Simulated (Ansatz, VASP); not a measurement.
Two plane-wave programs on Be3Cd2S

```
Be Cd S
1.0
     2.59151    1.49621    3.96513
    -2.59151    1.49621    3.96513
     0.00000   -2.99241    3.96513
Be Cd S
3 2 1
Direct
  0.00000 0.50000 0.00000
  0.50000 0.00000 0.00000
  0.00000 0.00000 0.50000
  0.62723 0.62723 0.62723
  0.37277 0.37277 0.37277
  0.00000 0.00000 0.00000
```

Change from the starting cell: species swapped into the Tb2FeCo3 type (R-3m, No. 166).

Alike in both runs: task relaxation of cell and atoms; functional PBE; k mesh 6 × 6 × 6; occupations gaussian, width 0.1 eV; no spin polarisation.

```csv
,VASP,Ansatz
version,VASP 6.6.1,Ansatz 0.2.0
potentials or method,"VASP PAW PBE potentials, release 64 (Be, Cd, S), cutoff 600 eV","scalar-relativistic, plane waves, PAW"
valence electrons in the cell,36,52
```

```csv
,VASP,Ansatz,Ansatz less VASP
"gap on the k mesh at the Fermi level, each at its own relaxed structure (eV)",none,none,-
relaxed volume (Å³/atom),14.55,14.53,-0.018
relaxed length of the cell vector where the two differ most in proportion (Å),4.664,4.657,-0.0061
```

A gap of «none» marks a metal or a gap that the smearing closes. VASP's potentials hold 36 valence electrons a cell and Ansatz's 52, so a difference there can come from the potentials and not from the codes.
